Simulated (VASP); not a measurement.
# Zn3Se (Im-3m) in VASP: further runs

Runs on Zn3Se. Level: PBE. Tasks: single point, relaxation of cell and atoms.

Program: VASP 6.6.1. These are calculated values, not measurements. Logs are shortened: lines on timing, memory, paths and dates and some standing lists are left out, and cuts for length are marked.

## (1) The cell of the first run

Symmetry: Im-3m, No. 229, cubic system. The conventional cell has a = 5.224 Å, b = 5.224 Å, c = 5.224 Å, α = 90.00°, β = 90.00°, γ = 90.00°. Zn (site symmetry 4/mmm) has 4 Zn at 2.61 Å and 2 Se at 2.61 Å within 3.4 Å. Within 3.4 Å of Se (site symmetry m-3m) lie 6 Zn at 2.61 Å.

The cell was built from a structure type or drawn by symmetry, and may not be a known phase.

## (2) Single point, PBE

Contents of INCAR:

```
PREC     = Accurate       # precision mode
ENCUT    = 520            # plane-wave cutoff, eV
EDIFF    = 1E-6           # SCF threshold, eV
ISMEAR   = 0              # smearing method
SIGMA    = 0.1            # smearing width, eV
LREAL    = False          # projectors in reciprocal space
LASPH    = True           # aspherical terms in the spheres
NELM     = 60             # most SCF steps
ALGO     = Normal         # electronic algorithm
ISIF     = 2              # what is computed and relaxed
LWAVE    = False          # write WAVECAR
LCHARG   = False          # write CHGCAR
GGA      = PE             # functional
NBANDS   = 29             # bands
```

Contents of KPOINTS:

```
regular mesh
0
Gamma
  6 6 6
```

Contents of POSCAR:

```
Zn3Se
1.0
   -2.6121495100      2.6121495100      2.6121495100
    2.6121495100     -2.6121495100      2.6121495100
    2.6121495100      2.6121495100     -2.6121495100
Zn Se
3 1
Direct
    0.0000000000      0.5000000000      0.5000000000
    0.5000000000      0.0000000000      0.5000000000
    0.5000000000      0.5000000000      0.0000000000
    0.0000000000      0.0000000000      0.0000000000
```

Potentials or basis: VASP PAW PBE potentials, release 64 (Zn, Se).

Launch:

```console
> cat potpaw_PBE.64/Zn/POTCAR potpaw_PBE.64/Se/POTCAR > POTCAR
> mpirun -np 1 vasp_std > vasp.out
```

OUTCAR:

```text
PREC = Accurate
   ENCUT = 520
   EDIFF = 1E-6
   ISMEAR = 0
   LREAL = False
   LASPH = True
   NELM = 60
   ISIF = 2
   GGA = PE

 ion  position               nearest neighbor table
   1  0.000  0.500  0.500-   2 2.61   3 2.61   4 2.61   4 2.61   3 2.61   2 2.61
   2  0.500  0.000  0.500-   1 2.61   3 2.61   4 2.61   3 2.61   4 2.61   1 2.61
   3  0.500  0.500  0.000-   1 2.61   2 2.61   4 2.61   2 2.61   1 2.61   4 2.61
   4  0.000  0.000  0.000-   1 2.61   2 2.61   3 2.61   1 2.61   2 2.61   3 2.61

  LATTYP: Found a body centered cubic cell.
 ALAT       =     5.2242990200

  Lattice vectors:

 A1 = (  -2.6121495100,   2.6121495100,   2.6121495100)
 A2 = (   2.6121495100,  -2.6121495100,   2.6121495100)
 A3 = (   2.6121495100,   2.6121495100,  -2.6121495100)

Analysis of symmetry for initial positions (statically):
=====================================================================
 Subroutine PRICEL returns:
 Original cell was already a primitive cell.

 Routine SETGRP: Setting up the symmetry group for a
 body centered cubic supercell.

 Subroutine GETGRP returns: Found 48 space group operations
 (whereof 48 operations were pure point group operations)
 out of a pool of 48 trial point group operations.

The static configuration has the point symmetry O_h .

Analysis of symmetry for dynamics (positions and initial velocities):
=====================================================================
 Subroutine PRICEL returns:
 Original cell was already a primitive cell.

 Routine SETGRP: Setting up the symmetry group for a
 body centered cubic supercell.

 Subroutine GETGRP returns: Found 48 space group operations
 (whereof 48 operations were pure point group operations)
 out of a pool of 48 trial point group operations.

The dynamic configuration has the point symmetry O_h .

 Subroutine INISYM returns: Found 48 space group operations
 (whereof 48 operations are pure point group operations),
 and found     1 'primitive' translations

----------------------------------------------------------------------------------------

                                     Primitive cell

  volume of cell :      71.2942

  direct lattice vectors                    reciprocal lattice vectors
    -2.612149510  2.612149510  2.612149510     0.000000000  0.191413240  0.191413240
     2.612149510 -2.612149510  2.612149510     0.191413240  0.000000000  0.191413240
     2.612149510  2.612149510 -2.612149510     0.191413240  0.191413240  0.000000000

  length of vectors
     4.524375668  4.524375668  4.524375668     0.270699199  0.270699199  0.270699199

  position of ions in fractional coordinates (direct lattice)
     0.000000000  0.500000000  0.500000000
     0.500000000  0.000000000  0.500000000
     0.500000000  0.500000000  0.000000000
     0.000000000  0.000000000  0.000000000

  ion indices of the primitive-cell ions
   primitive index   ion index
                 1           1
                 2           2
                 3           3
                 4           4

----------------------------------------------------------------------------------------

 KPOINTS: regular mesh

Automatic generation of k-mesh.
 Grid dimensions read from file:
 generate k-points for:    6    6    6

 Generating k-lattice:

  Cartesian coordinates                     Fractional coordinates (reciprocal lattice)
     0.000000000  0.031902207  0.031902207     0.166666667  0.000000000  0.000000000
     0.031902207  0.000000000  0.031902207     0.000000000  0.166666667  0.000000000
     0.031902207  0.031902207  0.000000000     0.000000000  0.000000000  0.166666667

  Length of vectors
     0.045116533  0.045116533  0.045116533

  Shift w.r.t. Gamma in fractional coordinates (k-lattice)
     0.000000000  0.000000000  0.000000000

 Subroutine IBZKPT returns following result:
 ===========================================

 Found     16 irreducible k-points:

 Following reciprocal coordinates:
            Coordinates               Weight
  0.000000  0.000000  0.000000      1.000000
  0.166667  0.000000  0.000000     12.000000
  0.333333  0.000000  0.000000     12.000000
  0.500000  0.000000  0.000000      6.000000
  0.166667  0.166667  0.000000     24.000000
  0.333333  0.166667  0.000000     48.000000
[... 8 lines left out ...]
  0.500000  0.500000  0.333333     12.000000
  0.500000  0.500000  0.500000      1.000000
   k-points           NKPTS =     16   k-points in BZ     NKDIM =     16   number of bands    NBANDS=     29
   number of dos      NEDOS =    301   number of ions     NIONS =      4
   total plane-waves  NPLWV =  46656
   dimension x,y,z NGX =    36 NGY =   36 NGZ =   36
   dimension x,y,z NGXF=    72 NGYF=   72 NGZF=   72
   ions per type =               3   1
   NGX,Y,Z   is equivalent  to a cutoff of  13.23, 13.23, 13.23 a.u.
   NGXF,Y,Z  is equivalent  to a cutoff of  26.46, 26.46, 26.46 a.u.
 SYSTEM =  unknown system
   PREC   = accura    normal or accurate (medium, high low for compatibility)
   ISTART =      0    job   : 0-new  1-cont  2-samecut
   ICHARG =      2    charge: 1-file 2-atom 10-const
   ISPIN  =      1    spin polarized calculation?
   LNONCOLLINEAR =      F non collinear calculations
   LSORBIT =      F    spin-orbit coupling
   LASPH  =      T    aspherical Exc in radial PAW
   ENCUT  =  520.0 eV  38.22 Ry    6.18 a.u.   8.41  8.41  8.41*2*pi/ulx,y,z
   NELM   =     60;   NELMIN=  2; NELMDL= -5     # of ELM steps
   EDIFF  = 0.1E-05   stopping-criterion for ELM
   LREAL  =      F    real-space projection
   EDIFFG = 0.1E-04   stopping-criterion for IOM
   NSW    =      0    number of steps for IOM
   IBRION =     -1    ionic relax: 0-MD 1-quasi-New 2-CG
   NFREE  =      0    steps in history (QN), initial steepest desc. (CG)
   ISIF   =      2    stress and relaxation
   ISYM   =      2    0-nonsym 1-usesym 2-fastsym
   POTIM  = 0.5000    time-step for ionic-motion
   TEBEG  =    0.0;   TEEND  =   0.0 temperature during run
   PSTRESS=    0.0 pullay stress
   NELECT =      42.0000    total number of electrons
   NUPDOWN=      -1.0000    fix difference up-down
   EMIN   =  10.00;   EMAX   =-10.00  energy-range for DOS
   EFERMI =   0.00;   METHOD = LEGACY
   ISMEAR =     0;   SIGMA  =   0.10  broadening in eV -4-tet -1-fermi 0-gaus
   EFERMI_NEDOS =   21; number of points for ismear=-14 and -15
   IALGO  =     38    algorithm
   IMIX   =      4    mixing-type and parameters
     AMIX     =   0.40;   BMIX     =  1.00
     AMIX_MAG =   1.60;   BMIX_MAG =  1.00
  volume/ion in A,a.u.               =      17.82       120.28
  Fermi-wavevector in a.u.,A,eV,Ry     =   1.372376  2.593415 25.625443  1.883417
  Thomas-Fermi vector in A             =   2.497989
   LORBIT       =      0    0 simple, 1 ext, 2 COOP (PROOUT), +10 PAW based schemes
   GGA     = PE    functional components
   LHFCALC =     F    Hartree Fock is set to
   AEXX    =    0.0000 exact exchange contribution
   IVDW    =     0    specifies the selected vdW correction
   LEPSILON=     F    determine dielectric tensor
   LRPA    =     F    only Hartree local field effects (RPA)
 non-spin polarized calculation
 Gauss-broadening in eV      SIGMA  =   0.10
  energy-cutoff  :      520.00
  volume of cell :       71.29
 maximum number of plane-waves:      1961
 NGX is ok and might be reduce to    36
   NGX = 17   NGY = 17   NGZ = 17

 number of electron      41.9999993 magnetization

 Free energy of the ion-electron system (eV)
  ---------------------------------------------------
  ext. energy  EPLUGINS =         0.00000000
  ---------------------------------------------------
  free energy    TOTEN  =        -6.14938547 eV

  energy without entropy =       -6.14004899  energy(sigma->0) =       -6.14471723

 E-fermi :   3.2658     XC(G=0): -10.7499

 val. band max:        3.2440155420   @ k =   0.5000   0.5000   0.1667
 cond. band min:       3.3036987503   @ k =   0.5000   0.5000   0.1667
 fundamental gap:      0.0596832083
 Fermi energy:         3.2658034923

 k-point     1 :       0.0000    0.0000    0.0000
  band No.  band energies     occupation
      1     -11.0829      2.00000
      2      -4.6038      2.00000
      3      -4.6038      2.00000
      4      -4.5984      2.00000
      5      -4.4617      2.00000
      6      -4.4617      2.00000
[... 21 lines left out ...]
     28       8.2752      0.00000
     29      12.9445      0.00000

 k-point     2 :       0.1667    0.0000    0.0000
  band No.  band energies     occupation
      1     -10.9636      2.00000
      2      -4.5982      2.00000
      3      -4.5425      2.00000
      4      -4.5270      2.00000
      5      -4.4513      2.00000
      6      -4.4148      2.00000
[... 21 lines left out ...]
     28       9.7992      0.00000
     29      11.0262      0.00000

 k-point     3 :       0.3333    0.0000    0.0000
  band No.  band energies     occupation
      1     -10.7010      2.00000
      2      -4.6213      2.00000
      3      -4.4976      2.00000
      4      -4.4270      2.00000
      5      -4.3901      2.00000
      6      -4.2737      2.00000
[... 21 lines left out ...]
     28      10.3276      0.00000
     29      11.6253      0.00000

 k-point     4 :       0.5000    0.0000    0.0000
  band No.  band energies     occupation
      1     -10.5545      2.00000
      2      -4.7274      2.00000
      3      -4.5242      2.00000
      4      -4.4125      2.00000
      5      -4.3368      2.00000
      6      -4.1492      2.00000
[... 341 lines left out ...]
     28      13.4315      0.00000
     29      13.4315      0.00000

 k-point    15 :       0.5000    0.5000    0.3333
  band No.  band energies     occupation
      1     -10.5152      2.00000
      2      -4.5761      2.00000
      3      -4.4966      2.00000
      4      -4.4544      2.00000
      5      -4.3143      2.00000
      6      -4.2666      2.00000
[... 21 lines left out ...]
     28      12.6127      0.00000
     29      13.3636      0.00000

 k-point    16 :       0.5000    0.5000    0.5000
  band No.  band energies     occupation
      1     -10.5049      2.00000
      2      -4.5933      2.00000
      3      -4.5399      2.00000
      4      -4.5399      2.00000
      5      -4.2905      2.00000
      6      -4.2905      2.00000
[... 21 lines left out ...]
     28      12.2232      0.00000
     29      13.9522      0.00000

------------------------ aborting loop because EDIFF is reached ----------------------------------------

  FORCE on cell =-STRESS in cart. coord.  units (eV):
  Direction    XX          YY          ZZ          XY          YZ          ZX
  --------------------------------------------------------------------------------------
  -------------------------------------------------------------------------------------
  Total        2.9292676      2.9292676      2.9292676      0.0000000     -0.0000000     -0.0000000
  in kB       65.8287406     65.8287406     65.8287406      0.0000000     -0.0000000     -0.0000000
  external PRESSURE =      65.8287406 kB  Pullay stress =       0.0000000 kB

 VOLUME and BASIS-vectors are now :
 -----------------------------------------------------------------------------
  energy-cutoff  :      520.00
  volume of cell :       71.29
      direct lattice vectors                 reciprocal lattice vectors
    -2.612149510  2.612149510  2.612149510     0.000000000  0.191413240  0.191413240
     2.612149510 -2.612149510  2.612149510     0.191413240  0.000000000  0.191413240
     2.612149510  2.612149510 -2.612149510     0.191413240  0.191413240  0.000000000

 POSITION                                       TOTAL-FORCE (eV/Angst)
 -----------------------------------------------------------------------------------
      2.61215      0.00000      0.00000        -0.000000      0.000000      0.000000
      0.00000      2.61215      0.00000        -0.000000      0.000000     -0.000000
      0.00000      0.00000      2.61215         0.000000     -0.000000      0.000000
      0.00000      0.00000      0.00000         0.000000     -0.000000     -0.000000
 -----------------------------------------------------------------------------------
    total drift:                                0.000000      0.000000     -0.000000

  FREE ENERGIE OF THE ION-ELECTRON SYSTEM (eV)
  ---------------------------------------------------
  free  energy   TOTEN  =        -6.1493854691 eV

  energy  without entropy=       -6.1400489888  energy(sigma->0) =       -6.14471723
```

It took 27 s on 1 thread of Intel Xeon Platinum 8488C (Sapphire Rapids), shared host; peak memory 0.2 GiB.

What came out:

- Free energy: -6.1494 eV
- Pressure: 6.6 GPa
- Band gap on the k mesh: zero (bands 21 and 22 overlap by 1.52 eV)

Caveat: the cell stands under pressure.

## (3) Single point, PBE

This run uses another cell than the first one, of 19.79 Å³/atom.

Contents of INCAR:

```
PREC = Accurate
ENCUT = 520
EDIFF = 1E-6
ISMEAR = 0
SIGMA = 0.1
LREAL = False
LASPH = True
NELM = 100
ALGO = Normal
ISIF = 2
LWAVE = False
LCHARG = False
GGA = PE
NBANDS = 29
```

KPOINTS is that of step 2.

Contents of POSCAR:

```
Zn3Se
1.0
   -2.7050318291      2.7050318291      2.7050318291
    2.7050318291     -2.7050318291      2.7050318291
    2.7050318291      2.7050318291     -2.7050318291
Zn Se
3 1
Direct
    0.0000000000      0.5000000000      0.5000000000
    0.5000000000      0.0000000000      0.5000000000
    0.5000000000      0.5000000000      0.0000000000
    0.0000000000      0.0000000000      0.0000000000
```

Potentials or basis: VASP PAW PBE potentials, release 64 (Zn, Se).

Launch:

```console
> cat potpaw_PBE.64/Zn/POTCAR potpaw_PBE.64/Se/POTCAR > POTCAR
> mpirun -np 1 vasp_std > vasp.out
```

OUTCAR:

```text
PREC = Accurate
   ENCUT = 520
   EDIFF = 1E-6
   ISMEAR = 0
   LREAL = False
   LASPH = True
   NELM = 100
   ISIF = 2
   GGA = PE

 ion  position               nearest neighbor table
   1  0.000  0.500  0.500-   2 2.71   3 2.71   4 2.71   4 2.71   3 2.71   2 2.71
   2  0.500  0.000  0.500-   1 2.71   3 2.71   4 2.71   3 2.71   4 2.71   1 2.71
   3  0.500  0.500  0.000-   1 2.71   2 2.71   4 2.71   2 2.71   1 2.71   4 2.71
   4  0.000  0.000  0.000-   1 2.71   2 2.71   3 2.71   1 2.71   2 2.71   3 2.71

  LATTYP: Found a body centered cubic cell.
[... 700 lines left out ...]
  --------------------------------------------------------------------------------------
  -------------------------------------------------------------------------------------
  Total        0.2245296      0.2245296      0.2245296      0.0000000      0.0000000     -0.0000000
  in kB        4.5436723      4.5436723      4.5436723      0.0000000      0.0000000     -0.0000000
  external PRESSURE =       4.5436723 kB  Pullay stress =       0.0000000 kB

 VOLUME and BASIS-vectors are now :
 -----------------------------------------------------------------------------
  energy-cutoff  :      520.00
  volume of cell :       79.17
      direct lattice vectors                 reciprocal lattice vectors
    -2.705031829  2.705031829  2.705031829     0.000000000  0.184840709  0.184840709
     2.705031829 -2.705031829  2.705031829     0.184840709  0.000000000  0.184840709
     2.705031829  2.705031829 -2.705031829     0.184840709  0.184840709  0.000000000

 POSITION                                       TOTAL-FORCE (eV/Angst)
 -----------------------------------------------------------------------------------
      2.70503      0.00000      0.00000         0.000000      0.000000      0.000000
      0.00000      2.70503      0.00000         0.000000      0.000000      0.000000
      0.00000      0.00000      2.70503        -0.000000     -0.000000     -0.000000
      0.00000      0.00000      0.00000        -0.000000      0.000000     -0.000000
 -----------------------------------------------------------------------------------
    total drift:                                0.000000      0.000000     -0.000000

  FREE ENERGIE OF THE ION-ELECTRON SYSTEM (eV)
  ---------------------------------------------------
  free  energy   TOTEN  =        -6.3077270012 eV

  energy  without entropy=       -6.2968287904  energy(sigma->0) =       -6.30227790
```

OSZICAR:

```text
N       E                     dE             d eps       ncg     rms          rms(c)
DAV:   1     0.257019084977E+03    0.25702E+03   -0.20795E+04   928   0.196E+03
DAV:   2     0.130246982904E+02   -0.24399E+03   -0.23715E+03   933   0.378E+02
DAV:   3    -0.629814280831E+01   -0.19323E+02   -0.19005E+02  1031   0.106E+02
DAV:   4    -0.670144828598E+01   -0.40331E+00   -0.40161E+00  1008   0.149E+01
DAV:   5    -0.670368663567E+01   -0.22383E-02   -0.22382E-02  1028   0.100E+00    0.517E+00
DAV:   6    -0.631674892481E+01    0.38694E+00   -0.15391E+00  1156   0.205E+01    0.380E+00
DAV:   7    -0.631296461167E+01    0.37843E-02   -0.18042E-01  1013   0.394E+00    0.177E+00
DAV:   8    -0.630800878159E+01    0.49558E-02   -0.94199E-03  1008   0.628E-01    0.437E-01
DAV:   9    -0.630769345363E+01    0.31533E-03   -0.11142E-03  1064   0.247E-01    0.623E-02
DAV:  10    -0.630772088841E+01   -0.27435E-04   -0.18547E-04  1023   0.101E-01    0.316E-02
DAV:  11    -0.630772707093E+01   -0.61825E-05   -0.38675E-05  1013   0.446E-02    0.560E-03
DAV:  12    -0.630772700118E+01    0.69745E-07   -0.11366E-06   704   0.846E-03
   1 F= -.63077270E+01 E0= -.63022779E+01  d E =-.108982E-01
```

Wall time 26 s (1 thread of Intel Xeon Platinum 8488C (Sapphire Rapids), shared host); peak memory 0.21 GiB.

What came out:

```yaml
Free_energy: -6.3077 eV
Pressure: 0.5 GPa
Band_gap_on_the_k_mesh: zero (bands 21 and 22 overlap by 1.60 eV)
```

Levels at points of the mesh, in eV from the Fermi level:
```csv
k point,band 17,band 18,band 19,band 20,band 21,band 22,band 23,band 24,band 25,band 26
"(0.00, 0.00, 0.00)",-4.72,-3.13,-3.13,-3.13,1.35,1.35,1.35,1.48,1.48,5.07
"(0.50, 0.00, 0.00)",-6.34,-3.51,-3.37,-3.07,0.08,1.34,1.51,3.58,3.86,6.71
"(0.50, 0.50, 0.50)",-4.64,-4.64,-4.64,-3.41,-3.41,2.26,2.26,2.26,4.73,8.77
```

(Continued in part 2 of 2.)
